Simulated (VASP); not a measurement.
Set up this calculation in VASP 6.6.1, as the native input.

| Item | Value |
| --- | --- |
| Task | single point |
| Functional | PBE |
| Potentials or basis | VASP PAW PBE potentials, release 64 (Ni) |
| Cutoff | 520 eV |
| k mesh | 11 × 11 × 11 |
| Occupations | fermi-dirac, width 0.05 eV |
| Spin | non-collinear spin, typed start, spin-orbit coupling |
| Starting moments | [[-0.0, -0.0, -0.839], [-0.0, -0.0, -0.839]] μB |
| Dipole correction | no |
| Further INCAR settings | ALGO = Normal; EDIFF = 1e-06; NBANDS = 32 |

The structure of Ni lies in POSCAR:

```
Ni
1.0
    0.0000000000      2.5501213059      2.5501213059
    2.5501213059      0.0000000000      2.5501213059
    2.5501213059      2.5501213059      0.0000000000
Ni
2
Direct
    0.1250000000      0.1250000000      0.1250000000
    0.8750000000      0.8750000000      0.8750000000
```

This isn't the form of Ni at room conditions, which is fcc.

These files were run (other wordings do the same):

INCAR

```
  PREC = Accurate
  ENCUT = 520
  EDIFF = 1E-6
  ISMEAR = -1
  SIGMA = 0.05
  LREAL = F
  LASPH = T
  NELM = 150
  ALGO = Normal
  ISIF = 2
  LWAVE = F
  LCHARG = F
  MAGMOM = 0 0 -0.839 0 0 -0.839
  LORBIT = 11
  LSORBIT = T
  GGA_COMPAT = F
  LORBMOM = T
  LMAXMIX = 4
  GGA = PE
  NBANDS = 32
```

KPOINTS

```
regular mesh
0
Gamma
  11 11 11
```

Potentials or basis: VASP PAW PBE potentials, release 64 (Ni).

Launch:

```bash
$ cat potpaw_PBE.64/Ni/POTCAR > POTCAR
$ mpirun -np 1 vasp_ncl > vasp.out
```

It gave:

```json
{
  "Pressure": "0.0 GPa",
  "Net moment": "1.60 μB per cell",
  "Valence electrons inside the program's atomic spheres": "Ni 9.21"
}
```

It took 13 min on 1 thread of Oxide Virtual Turin-like Processor, with other jobs on the host, peak memory 0.4 GiB.
